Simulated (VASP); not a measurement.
# GaSb (F-43m) in VASP: further runs

Runs on GaSb. Level: PBE. Tasks: single point.

Everything below comes from runs of VASP 6.6.1. Logs are shortened: lines on timing, memory, paths and dates and some standing lists are left out, and cuts for length are marked.

## Step 1: The cell of the first run

The structure is cubic, space group F-43m (No. 216). Conventional cell: a = 5.651 Å, b = 5.651 Å, c = 5.651 Å, α = 90.00°, β = 90.00°, γ = 90.00°. Ga (site symmetry -43m) has 4 Sb at 2.45 Å within 3.2 Å. Within 3.2 Å of Sb (site symmetry -43m) lie 4 Ga at 2.45 Å.

## Step 2: Single point, PBE

INCAR

```
PREC = Accurate
ENCUT = 520
EDIFF = 1E-6
ISMEAR = 0
SIGMA = 0.1
LREAL = F
LASPH = T
NELM = 100
ALGO = Normal
ISIF = 2
LWAVE = F
LCHARG = F
GGA = PE
NBANDS = 16
```

KPOINTS

```
Automatic mesh
0
Gamma
  12 12 12
```

POSCAR

```
GaSb
1.0
    0.0000000000      2.8255766135      2.8255766135
    2.8255766135      0.0000000000      2.8255766135
    2.8255766135      2.8255766135      0.0000000000
Ga Sb
1 1
Direct
    0.0000000000      0.0000000000      0.0000000000
    0.7500000000      0.7500000000      0.7500000000
```

Potentials or basis: VASP PAW PBE potentials, release 64 (Ga_d, Sb).

Command:

```console
cat potpaw_PBE.64/Ga_d/POTCAR potpaw_PBE.64/Sb/POTCAR > POTCAR
mpirun -np 1 vasp_std > vasp.out
```

OUTCAR:

```text
PREC = Accurate
   ENCUT = 520
   EDIFF = 1E-6
   ISMEAR = 0
   LREAL = F
   LASPH = T
   NELM = 100
   ISIF = 2
   GGA = PE

 ion  position               nearest neighbor table
   1  0.000  0.000  0.000-   2 2.45   2 2.45   2 2.45   2 2.45
   2  0.750  0.750  0.750-   1 2.45   1 2.45   1 2.45   1 2.45

  LATTYP: Found a face centered cubic cell.
 ALAT       =     5.6511532270

  Lattice vectors:

 A1 = (   0.0000000000,   2.8255766135,   2.8255766135)
 A2 = (   2.8255766135,   0.0000000000,   2.8255766135)
 A3 = (   2.8255766135,   2.8255766135,   0.0000000000)

Analysis of symmetry for initial positions (statically):
=====================================================================
 Subroutine PRICEL returns:
 Original cell was already a primitive cell.

 Routine SETGRP: Setting up the symmetry group for a
 face centered cubic supercell.

 Subroutine GETGRP returns: Found 24 space group operations
 (whereof 24 operations were pure point group operations)
 out of a pool of 48 trial point group operations.

The static configuration has the point symmetry T_d .

Analysis of symmetry for dynamics (positions and initial velocities):
=====================================================================
 Subroutine PRICEL returns:
 Original cell was already a primitive cell.

 Routine SETGRP: Setting up the symmetry group for a
 face centered cubic supercell.

 Subroutine GETGRP returns: Found 24 space group operations
 (whereof 24 operations were pure point group operations)
 out of a pool of 48 trial point group operations.

The dynamic configuration has the point symmetry T_d .

 Subroutine INISYM returns: Found 24 space group operations
 (whereof 24 operations are pure point group operations),
 and found     1 'primitive' translations

----------------------------------------------------------------------------------------

                                     Primitive cell

  volume of cell :      45.1181

  direct lattice vectors                    reciprocal lattice vectors
     0.000000000  2.825576614  2.825576614    -0.176955032  0.176955032  0.176955032
     2.825576614  0.000000000  2.825576614     0.176955032 -0.176955032  0.176955032
     2.825576614  2.825576614  0.000000000     0.176955032  0.176955032 -0.176955032

  length of vectors
     3.995968768  3.995968768  3.995968768     0.306495106  0.306495106  0.306495106

  position of ions in fractional coordinates (direct lattice)
     0.000000000  0.000000000  0.000000000
     0.750000000  0.750000000  0.750000000

  ion indices of the primitive-cell ions
   primitive index   ion index
                 1           1
                 2           2

----------------------------------------------------------------------------------------

 KPOINTS: Automatic mesh

Automatic generation of k-mesh.
 Grid dimensions read from file:
 generate k-points for:   12   12   12

 Generating k-lattice:

  Cartesian coordinates                     Fractional coordinates (reciprocal lattice)
    -0.014746253  0.014746253  0.014746253     0.083333333  0.000000000  0.000000000
     0.014746253 -0.014746253  0.014746253     0.000000000  0.083333333  0.000000000
     0.014746253  0.014746253 -0.014746253     0.000000000  0.000000000  0.083333333

  Length of vectors
     0.025541259  0.025541259  0.025541259

  Shift w.r.t. Gamma in fractional coordinates (k-lattice)
     0.000000000  0.000000000  0.000000000

 Subroutine IBZKPT returns following result:
 ===========================================

 Found     72 irreducible k-points:

 Following reciprocal coordinates:
            Coordinates               Weight
  0.000000  0.000000  0.000000      1.000000
  0.083333  0.000000  0.000000      8.000000
  0.166667  0.000000  0.000000      8.000000
  0.250000  0.000000  0.000000      8.000000
  0.333333  0.000000  0.000000      8.000000
  0.416667  0.000000  0.000000      8.000000
[... 16 lines left out ...]
  0.500000  0.166667  0.000000     24.000000
 -0.416667  0.166667  0.000000     24.000000
 [... further k-points ...]
   k-points           NKPTS =     72   k-points in BZ     NKDIM =     72   number of bands    NBANDS=     16
   number of dos      NEDOS =    301   number of ions     NIONS =      2
   total plane-waves  NPLWV =  27000
   dimension x,y,z NGX =    30 NGY =   30 NGZ =   30
   dimension x,y,z NGXF=    60 NGYF=   60 NGZF=   60
   ions per type =               1   1
   NGX,Y,Z   is equivalent  to a cutoff of  12.48, 12.48, 12.48 a.u.
   NGXF,Y,Z  is equivalent  to a cutoff of  24.96, 24.96, 24.96 a.u.
 SYSTEM =  unknown system
   PREC   = accura    normal or accurate (medium, high low for compatibility)
   ISTART =      0    job   : 0-new  1-cont  2-samecut
   ICHARG =      2    charge: 1-file 2-atom 10-const
   ISPIN  =      1    spin polarized calculation?
   LNONCOLLINEAR =      F non collinear calculations
   LSORBIT =      F    spin-orbit coupling
   LASPH  =      T    aspherical Exc in radial PAW
   ENCUT  =  520.0 eV  38.22 Ry    6.18 a.u.   7.43  7.43  7.43*2*pi/ulx,y,z
   NELM   =    100;   NELMIN=  2; NELMDL= -5     # of ELM steps
   EDIFF  = 0.1E-05   stopping-criterion for ELM
   LREAL  =      F    real-space projection
   EDIFFG = 0.1E-04   stopping-criterion for IOM
   NSW    =      0    number of steps for IOM
   IBRION =     -1    ionic relax: 0-MD 1-quasi-New 2-CG
   NFREE  =      0    steps in history (QN), initial steepest desc. (CG)
   ISIF   =      2    stress and relaxation
   ISYM   =      2    0-nonsym 1-usesym 2-fastsym
   POTIM  = 0.5000    time-step for ionic-motion
   TEBEG  =    0.0;   TEEND  =   0.0 temperature during run
   PSTRESS=    0.0 pullay stress
   NELECT =      18.0000    total number of electrons
   NUPDOWN=      -1.0000    fix difference up-down
   EMIN   =  10.00;   EMAX   =-10.00  energy-range for DOS
   EFERMI =   0.00;   METHOD = LEGACY
   ISMEAR =     0;   SIGMA  =   0.10  broadening in eV -4-tet -1-fermi 0-gaus
   EFERMI_NEDOS =   21; number of points for ismear=-14 and -15
   IALGO  =     38    algorithm
   IMIX   =      4    mixing-type and parameters
     AMIX     =   0.40;   BMIX     =  1.00
     AMIX_MAG =   1.60;   BMIX_MAG =  1.00
  volume/ion in A,a.u.               =      22.56       152.24
  Fermi-wavevector in a.u.,A,eV,Ry     =   1.205171  2.277442 19.761599  1.452437
  Thomas-Fermi vector in A             =   2.340875
   LORBIT       =      0    0 simple, 1 ext, 2 COOP (PROOUT), +10 PAW based schemes
   GGA     = PE    functional components
   LHFCALC =     F    Hartree Fock is set to
   AEXX    =    0.0000 exact exchange contribution
   IVDW    =     0    specifies the selected vdW correction
   LEPSILON=     F    determine dielectric tensor
   LRPA    =     F    only Hartree local field effects (RPA)
 non-spin polarized calculation
 Gauss-broadening in eV      SIGMA  =   0.10
  energy-cutoff  :      520.00
  volume of cell :       45.12
 maximum number of plane-waves:      1243
 NGX is ok and might be reduce to    30
   NGX = 15   NGY = 15   NGZ = 15

 number of electron      17.9999996 magnetization

 Free energy of the ion-electron system (eV)
  ---------------------------------------------------
  ext. energy  EPLUGINS =         0.00000000
  ---------------------------------------------------
  free energy    TOTEN  =        -6.47700017 eV

  energy without entropy =       -6.47699623  energy(sigma->0) =       -6.47699820

 E-fermi :   7.8675     XC(G=0): -10.1739

 val. band max:        7.6690781763   @ k =   0.0000   0.0000   0.0000
 cond. band min:       8.0814269929   @ k =   0.4167   0.4167   0.0000
 fundamental gap:      0.4123488165
 Fermi energy:         7.8675457551

 k-point     1 :       0.0000    0.0000    0.0000
  band No.  band energies     occupation
      1      -8.0598      2.00000
      2      -8.0598      2.00000
      3      -8.0598      2.00000
      4      -7.9605      2.00000
      5      -7.9605      2.00000
      6      -5.7510      2.00000
[... 8 lines left out ...]
     15      16.6983      0.00000
     16      16.6983      0.00000

 k-point     2 :       0.0833    0.0000    0.0000
  band No.  band energies     occupation
      1      -8.0654      2.00000
      2      -8.0579      2.00000
      3      -8.0579      2.00000
      4      -7.9608      2.00000
      5      -7.9608      2.00000
      6      -5.6558      2.00000
[... 8 lines left out ...]
     15      15.9238      0.00000
     16      15.9238      0.00000

 k-point     3 :       0.1667    0.0000    0.0000
  band No.  band energies     occupation
      1      -8.0799      2.00000
      2      -8.0529      2.00000
      3      -8.0529      2.00000
      4      -7.9616      2.00000
      5      -7.9616      2.00000
      6      -5.3748      2.00000
[... 8 lines left out ...]
     15      15.3447      0.00000
     16      15.3447      0.00000

 k-point     4 :       0.2500    0.0000    0.0000
  band No.  band energies     occupation
      1      -8.0985      2.00000
      2      -8.0466      2.00000
      3      -8.0466      2.00000
      4      -7.9621      2.00000
      5      -7.9621      2.00000
      6      -4.9235      2.00000
[... 8 lines left out ...]
     15      15.3774      0.00000
     16      15.3774      0.00000
[... 324 lines left out ...]
 k-point    22 :       0.4167    0.1667    0.0000
  band No.  band energies     occupation
      1      -8.1303      2.00000
      2      -8.0331      2.00000
      3      -8.0290      2.00000
      4      -7.9710      2.00000
      5      -7.9586      2.00000
      6      -3.8179      2.00000
[... 8 lines left out ...]
     15      18.2541      0.00000
     16      18.3204      0.00000

 k-point    23 :       0.5000    0.1667    0.0000
  band No.  band energies     occupation
      1      -8.1364      2.00000
      2      -8.0317      2.00000
      3      -8.0275      2.00000
      4      -7.9685      2.00000
      5      -7.9599      2.00000
      6      -3.2715      2.00000
[... 8 lines left out ...]
     15      18.3817      0.00000
     16      18.5662      0.00000

 k-point    24 :      -0.4167    0.1667    0.0000
  band No.  band energies     occupation
      1      -8.1364      2.00000
      2      -8.0317      2.00000
      3      -8.0286      2.00000
      4      -7.9657      2.00000
      5      -7.9622      2.00000
      6      -3.1710      2.00000
[... 8 lines left out ...]
     15      16.8624      0.00000
     16      17.4325      0.00000

 [... further k-points ...]

------------------------ aborting loop because EDIFF is reached ----------------------------------------

  FORCE on cell =-STRESS in cart. coord.  units (eV):
  Direction    XX          YY          ZZ          XY          YZ          ZX
  --------------------------------------------------------------------------------------
  -------------------------------------------------------------------------------------
  Total        7.0802442      7.0802442      7.0802442      0.0000000      0.0000000      0.0000000
  in kB      251.4244808    251.4244808    251.4244808      0.0000000      0.0000000      0.0000000
  external PRESSURE =     251.4244808 kB  Pullay stress =       0.0000000 kB

 VOLUME and BASIS-vectors are now :
 -----------------------------------------------------------------------------
  energy-cutoff  :      520.00
  volume of cell :       45.12
      direct lattice vectors                 reciprocal lattice vectors
     0.000000000  2.825576614  2.825576614    -0.176955032  0.176955032  0.176955032
     2.825576614  0.000000000  2.825576614     0.176955032 -0.176955032  0.176955032
     2.825576614  2.825576614  0.000000000     0.176955032  0.176955032 -0.176955032

 POSITION                                       TOTAL-FORCE (eV/Angst)
 -----------------------------------------------------------------------------------
      0.00000      0.00000      0.00000        -0.000000     -0.000000      0.000000
      4.23836      4.23836      4.23836         0.000000      0.000000     -0.000000
 -----------------------------------------------------------------------------------
    total drift:                                0.000000      0.000000      0.000000

  FREE ENERGIE OF THE ION-ELECTRON SYSTEM (eV)
  ---------------------------------------------------
  free  energy   TOTEN  =        -6.4770001739 eV

  energy  without entropy=       -6.4769962309  energy(sigma->0) =       -6.47699820
```

It took 29 s on 1 thread of Intel Xeon 6975P-C, shared host; peak memory 0.21 GiB.

Results:

* Free energy: -6.4770 eV
* Pressure: 25.1 GPa
* Band gap on the k mesh: 0.41 eV, indirect (least direct gap 1.88 eV)

Caveat: spin-orbit coupling is left out, which moves the levels of the heavy elements. A k mesh can miss the band edges.

## Step 3: Single point, PBE

INCAR

```
SYSTEM = GaSb
  PREC = Accurate
  ENCUT = 520
  EDIFF = 1E-6
  ISMEAR = 0
  SIGMA = 0.1
  LREAL = .FALSE.
  LASPH = .TRUE.
  NELM = 60
  ALGO = Normal
  ISIF = 2
  LWAVE = .FALSE.
  LCHARG = .FALSE.
  GGA = PE
  NBANDS = 16
```

KPOINTS

```
regular mesh
0
G
  12 12 12
  0 0 0
```

POSCAR is that of step 2.

Potentials or basis: VASP PAW PBE potentials, release 64 (Ga_d, Sb).

Command:

```console
cat potpaw_PBE.64/Ga_d/POTCAR potpaw_PBE.64/Sb/POTCAR > POTCAR
mpirun -np 1 vasp_std > vasp.out
```

Wall time 31 s (1 thread of Intel Xeon 6975P-C, shared host); peak memory 0.21 GiB.

The run converged. Its results:

| Property | Result |
| --- | --- |
| Free energy | -6.4770 eV |
| Pressure | 25.1 GPa |
| Band gap on the k mesh | 0.41 eV, indirect (least direct gap 1.88 eV) |

Levels at points of the mesh, in eV from the valence-band top:
| k point | band 5 | band 6 | band 7 | band 8 | band 9 | band 10 | band 11 | band 12 | band 13 | band 14 |
| --- | --- | --- | --- | --- | --- | --- | --- | --- | --- | --- |
| (0.00, 0.00, 0.00) | -15.63 | -13.42 | 0.00 | 0.00 | 0.00 | 1.88 | 2.63 | 2.63 | 2.63 | 5.95 |
| (0.50, 0.00, 0.00) | -15.63 | -11.09 | -7.81 | -1.61 | -1.61 | 0.96 | 3.65 | 3.65 | 6.13 | 10.66 |
| (0.50, 0.50, 0.00) | -15.62 | -9.88 | -8.10 | -3.55 | -3.55 | 0.50 | 0.69 | 10.28 | 10.28 | 12.25 |

Caveat: spin-orbit coupling is left out, which moves the levels of the heavy elements. A k mesh can miss the band edges.

## Step 4: Single point, PBE

This run uses another cell than the first one, of 17.21 Å³/atom, 0.763 times its volume.

INCAR

```
SYSTEM = GaSb
PREC = Accurate ; ENCUT = 520
EDIFF = 1E-6 ; ISMEAR = 0
SIGMA = 0.1 ; LREAL = .FALSE.
LASPH = .TRUE. ; NELM = 80
ALGO = Normal ; ISIF = 2
LWAVE = .FALSE. ; LCHARG = .FALSE.
GGA = PE ; NBANDS = 16
```

KPOINTS

```
Automatic mesh
0
G
  14 14 14
  0 0 0
```

POSCAR

```
GaSb
1.0
    0.0000000000      2.5818274286      2.5818274286
    2.5818274286      0.0000000000      2.5818274286
    2.5818274286      2.5818274286      0.0000000000
Ga Sb
1 1
Direct
    0.0000000000      0.0000000000      0.0000000000
    0.7500000000      0.7500000000      0.7500000000
```

Command:

```console
cat potpaw_PBE.64/Ga_d/POTCAR potpaw_PBE.64/Sb/POTCAR > POTCAR
mpirun -np 1 vasp_std > vasp.out
```

Wall time 33 s (1 thread of Intel Xeon 6975P-C, shared host); peak memory 0.2 GiB.

Results (log left out):

- Free energy: -3.0442 eV
- Pressure: 90.0 GPa
- Band gap on the k mesh: zero (band 9 reaches 11.92 eV, above the bottom of band 10 at 11.49 eV)

Levels at points of the mesh, in eV from the Fermi level:
| k point | band 5 | band 6 | band 7 | band 8 | band 9 | band 10 | band 11 | band 12 | band 13 | band 14 |
| --- | --- | --- | --- | --- | --- | --- | --- | --- | --- | --- |
| (0.00, 0.00, 0.00) | -16.83 | -16.18 | 0.27 | 0.27 | 0.27 | 2.51 | 2.51 | 2.51 | 4.28 | 6.19 |
| (0.50, 0.00, 0.00) | -16.83 | -12.77 | -9.94 | -2.07 | -2.07 | 2.00 | 3.53 | 3.53 | 5.49 | 11.57 |
| (0.50, 0.50, 0.00) | -16.82 | -11.10 | -9.84 | -4.83 | -4.83 | -0.07 | 0.05 | 12.31 | 12.31 | 13.23 |

Caveat: spin-orbit coupling is left out, which moves the levels of the heavy elements.

(Part 1 of 2 ends here.)
